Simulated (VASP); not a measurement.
Input of a VASP 6.6.1 run:

Contents of INCAR:

```
SYSTEM = ScInSbP3
PREC = Accurate
ENCUT = 520
EDIFF = 1E-7
ISMEAR = 0
SIGMA = 0.1
LREAL = .FALSE.
LASPH = .TRUE.
NELM = 80
ALGO = Normal
ISIF = 2
LWAVE = .FALSE.
LCHARG = .TRUE.
GGA = PE
LELF = .TRUE.
LVHAR = .TRUE.
NBANDS = 31
```

File KPOINTS:

```
Automatic mesh
0
G
  6 6 2
  0 0 0
```

The input POSCAR:

```
ScInSbP3
1.0
    4.8486329685      0.0000000000      0.0000000000
   -2.4243164842      4.1990393243      0.0000000000
    0.0000000000      0.0000000000      7.1323528125
Sc In Sb P
1 1 1 3
Direct
    0.3333333333      0.6666666667      0.5000000000
    0.0000000000      0.0000000000      0.5000000000
    0.3333333333      0.6666666667      0.0000000000
    0.6666666667      0.3333333333      0.1684569911
    0.6666666667      0.3333333333      0.8315430089
    0.6666666667      0.3333333333      0.5000000000
```

Potentials or basis: VASP PAW PBE potentials, release 64 (Sc_sv, In_d, Sb, P).

Command:

```console
$ cat potpaw_PBE.64/Sc_sv/POTCAR potpaw_PBE.64/In_d/POTCAR potpaw_PBE.64/Sb/POTCAR potpaw_PBE.64/P/POTCAR > POTCAR
$ mpirun -np 1 vasp_std > vasp.out
```

(1) Predict the pressure.

(2) What does it give for the band gap on the k mesh?

(3) What does it give for the largest force?

Results:

(1) 0.0 GPa.

(2) zero (bands 22 and 23 overlap by 1.17 eV).

(3) 0.007 eV/Å.

Caveat: the k points lie up to 0.44 Å⁻¹ apart, too coarse for converged energies and pressures of a metal; spin-orbit coupling is left out, which moves the levels of the heavy elements.
